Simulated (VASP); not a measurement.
# ZrAl5N6 (P-6m2) in VASP: a series of runs, part 2 of 2

VASP 6.6.1. Earlier steps stand in the parts before.

**4. Relaxation of cell and atoms, PBE**

This run uses another cell than the first one, of 9.54 Å³/atom, 0.730 times its volume.

INCAR reads:

```
SYSTEM = ZrAl5N6
ALGO     = Normal         ! electronic algorithm
EDIFF    = 1E-7           ! SCF threshold, eV
EDIFFG   = -0.01          ! ionic threshold
ENCUT    = 600            ! plane-wave cutoff, eV
GGA      = PE             ! functional
IBRION   = 2              ! ionic algorithm
ISIF     = 3              ! what is computed and relaxed
ISMEAR   = 0              ! smearing method
LASPH    = .True.         ! aspherical terms in the spheres
LCHARG   = .False.        ! write CHGCAR
LREAL    = .False.        ! projectors in reciprocal space
LWAVE    = .False.        ! write WAVECAR
NELM     = 80             ! most SCF steps
NSW      = 100            ! ionic steps
PREC     = Accurate       ! precision mode
SIGMA    = 0.1            ! smearing width, eV
```

KPOINTS reads:

```
k-points
0
Gamma
  12 12 4
  0 0 0
```

POSCAR reads:

```
ZrAl5N6
1.0
    2.9146840772      0.0000000000      0.0000000000
   -1.4573420386      2.5241904549      0.0000000000
    0.0000000000      0.0000000000     15.5529301144
Zr Al N
1 5 6
Direct
    0.3333333333      0.6666666667      0.5000000000
    0.3333333333      0.6666666667      0.8369103077
    0.3333333333      0.6666666667      0.1630896923
    0.6666666667      0.3333333333      0.0000000000
    0.6666666667      0.3333333333      0.3261043295
    0.6666666667      0.3333333333      0.6738956705
    0.0000000000      0.0000000000      0.7547140517
    0.0000000000      0.0000000000      0.0818667645
    0.0000000000      0.0000000000      0.4055255967
    0.0000000000      0.0000000000      0.9181332355
    0.0000000000      0.0000000000      0.2452859483
    0.0000000000      0.0000000000      0.5944744033
```

Potentials or basis: VASP PAW PBE potentials, release 64 (Zr_sv, Al, N).

The run is started by

```console
$ cat potpaw_PBE.64/Zr_sv/POTCAR potpaw_PBE.64/Al/POTCAR potpaw_PBE.64/N/POTCAR > POTCAR
$ mpirun -np 1 vasp_std > vasp.out
```

OUTCAR:

```text
SYSTEM = ZrAl5N6
   EDIFF = 1E-7
   EDIFFG = -0.01
   ENCUT = 600
   GGA = PE
   IBRION = 2
   ISIF = 3
   ISMEAR = 0
   LASPH = .True.
   LREAL = .False.
   NELM = 80
   NSW = 100
   PREC = Accurate

 ion  position               nearest neighbor table
   1  0.333  0.667  0.500-   9 2.23  12 2.23   9 2.23  12 2.23   9 2.23  12 2.23   5 3.19   6 3.19
                             5 3.19   6 3.19   5 3.19   6 3.19
   2  0.333  0.667  0.837-  10 2.10  10 2.10  10 2.10   7 2.11   7 2.11   7 2.11   6 3.04   6 3.04
                             6 3.04   4 3.04   4 3.04   4 3.04
   3  0.333  0.667  0.163-   8 2.10   8 2.10   8 2.10  11 2.11  11 2.11  11 2.11   5 3.04   5 3.04
                             5 3.04   4 3.04   4 3.04   4 3.04
   4  0.667  0.333  0.000-   8 2.11  10 2.11   8 2.11  10 2.11   8 2.11  10 2.11   2 3.04   3 3.04
                             2 3.04   3 3.04   2 3.04   3 3.04
   5  0.667  0.333  0.326-   9 2.09   9 2.09   9 2.09  11 2.10  11 2.10  11 2.10   3 3.04   3 3.04
                             3 3.04   1 3.19   1 3.19   1 3.19
[... 453 lines left out ...]
  free energy    TOTEN  =       -86.45505034 eV

  energy without entropy =      -86.44664434  energy(sigma->0) =      -86.45084734

 E-fermi :  10.6944     XC(G=0): -12.0109

 val. band max:       10.6700677881   @ k =   0.4167   0.0000   0.2500
 cond. band min:      10.7061170430   @ k =   0.4167   0.0833   0.0000
 fundamental gap:      0.0360492549
 Fermi energy:        10.6944159606

 k-point     1 :       0.0000    0.0000    0.0000
  band No.  band energies     occupation
      1     -37.9358      2.00000
      2     -16.4275      2.00000
      3     -15.1412      2.00000
      4     -15.1412      2.00000
      5      -7.3730      2.00000
      6      -6.9300      2.00000
[... 901 lines left out ...]
     34      14.5522      0.00000
     35      15.3076      0.00000

 [... further k-points ...]
[... 5 lines left out ...]
  --------------------------------------------------------------------------------------
  -------------------------------------------------------------------------------------
  Total       -0.0005194     -0.0005194      0.0022391      0.0000000      0.0000000      0.0000000
  in kB       -0.0072917     -0.0072917      0.0314363      0.0000000      0.0000000      0.0000000
  external PRESSURE =       0.0056177 kB  Pullay stress =       0.0000000 kB
[... 27 lines left out ...]
  FREE ENERGIE OF THE ION-ELECTRON SYSTEM (eV)
  ---------------------------------------------------
  free  energy   TOTEN  =       -86.4550503357 eV

  energy  without entropy=      -86.4466443365  energy(sigma->0) =      -86.45084734

 reached required accuracy - stopping structural energy minimisation
```

OSZICAR:

```text
N       E                     dE             d eps       ncg     rms          rms(c)
DAV:   1     0.370465042489E+03    0.37047E+03   -0.31115E+04  3990   0.171E+03
DAV:   2    -0.677347587624E+02   -0.43820E+03   -0.42782E+03  5275   0.374E+02
DAV:   3    -0.984963421993E+02   -0.30762E+02   -0.30500E+02  5705   0.101E+02
[... 92 lines left out ...]
DAV:   1    -0.864550476061E+02   -0.96834E-05   -0.55420E-03  4039   0.419E-01    0.214E-02
DAV:   2    -0.864550520621E+02   -0.44560E-05   -0.10451E-04  4975   0.533E-02    0.108E-02
DAV:   3    -0.864550505096E+02    0.15525E-05   -0.64353E-06  4968   0.166E-02    0.436E-03
DAV:   4    -0.864550504000E+02    0.10967E-06   -0.23734E-06  4870   0.814E-03    0.191E-03
DAV:   5    -0.864550503357E+02    0.64253E-07   -0.25497E-07  3641   0.373E-03
  10 F= -.86455050E+02 E0= -.86450847E+02  d E =-.124720E-04
```

It took 33 min on 1 thread of Intel Xeon 6975P-C, shared host; peak memory 0.44 GiB.

Results:

* Free energy: -86.4551 eV
* Relaxed volume: 9.51 Å³/atom
* Relaxed cell: a = 2.911 Å, b = 2.911 Å, c = 15.546 Å, α = 90.00°, β = 90.00°, γ = 120.00°
* Space group after relaxing (to 0.05 Å): P-6m2 (No. 187)
* Energy gained by relaxing: 1.0 meV/atom
* Ionic steps: 10
* Pressure after relaxing: 0.0 GPa
* Largest force after relaxing: 0.004 eV/Å

Forces on the atoms (eV/Å):
```
Zr   0.000  0.000  0.000
Al   0.000  0.000 -0.001
Al   0.000  0.000  0.001
Al   0.000  0.000  0.000
Al   0.000  0.000  0.001
Al   0.000  0.000 -0.001
N    0.000  0.000  0.004
N    0.000  0.000  0.001
N    0.000  0.000  0.002
N    0.000  0.000 -0.001
N    0.000  0.000 -0.004
N    0.000  0.000 -0.002
```

Step by step:
```
step  energy change (eV)  largest force (eV/Å)  pressure (GPa)  volume (Å³)
   1              0.0000                0.3021           -0.43       114.43
   2             -0.0106                0.0695            0.28       114.00
   3             -0.0107                0.0612            0.36       113.96
   4             -0.0111                0.0586           -0.29       114.28
   5             -0.0113                0.0297           -0.05       114.16
   6             -0.0114                0.0220           -0.02       114.14
   7             -0.0114                0.0241           -0.01       114.13
   8             -0.0115                0.0132            0.01       114.11
   9             -0.0115                0.0133            0.01       114.11
  10             -0.0115                0.0037            0.00       114.12
```

Final structure:
```cif
data_structure
_symmetry_space_group_name_H-M 'P 1'
_symmetry_Int_Tables_number 1
_cell_length_a 2.9114
_cell_length_b 2.9114
_cell_length_c 15.5458
_cell_angle_alpha 90.000
_cell_angle_beta 90.000
_cell_angle_gamma 120.000
_cell_volume 114.12
loop_
_atom_site_label
_atom_site_type_symbol
_atom_site_fract_x
_atom_site_fract_y
_atom_site_fract_z
_atom_site_occupancy
Zr1 Zr 0.33333 0.66667 0.50000 1
Al1 Al 0.33333 0.66667 0.83662 1
Al2 Al 0.33333 0.66667 0.16338 1
Al3 Al 0.66667 0.33333 0.00000 1
Al4 Al 0.66667 0.33333 0.32667 1
Al5 Al 0.66667 0.33333 0.67333 1
N1 N 0.00000 0.00000 0.75556 1
N2 N 0.00000 0.00000 0.08155 1
N3 N 0.00000 0.00000 0.40425 1
N4 N 0.00000 0.00000 0.91845 1
N5 N 0.00000 0.00000 0.24444 1
N6 N 0.00000 0.00000 0.59575 1
```

**5. Summary**

| task | cell | k mesh | cutoff (eV) | gap on the mesh (eV) | pressure (GPa) | relaxed volume (Å³/atom) | largest force (eV/Å) |
| --- | --- | --- | --- | --- | --- | --- | --- |
| relaxation of cell and atoms | relaxed from a = 3.272, b = 3.272, c = 16.907 Å, angles 90.0, 90.0, 120.0°, 12 atoms | 6 × 6 × 1 | 600 | none | 0.0 | 9.53 | 0.01 |
| single point | a = 2.913, b = 2.913, c = 15.550 Å, angles 90.0, 90.0, 120.0°, 12 atoms | 12 × 12 × 4 | 520 | none | -0.1 | - | 0.03 |
| relaxation of cell and atoms | relaxed from a = 2.915, b = 2.915, c = 15.553 Å, angles 90.0, 90.0, 120.0°, 12 atoms | 12 × 12 × 4 | 600 | none | 0.0 | 9.51 | - |

Alike in all rows: level PBE; potentials or basis VASP PAW PBE potentials, release 64 (Zr_sv, Al, N); no spin polarisation; smearing gaussian 0.1 eV.

Caveats: some runs use coarse meshes; the volume moved by over 15 % at a fixed basis, so the end points are rough (some runs).

Total energies depend on the potentials used, so only differences within one code and one set of settings carry meaning.
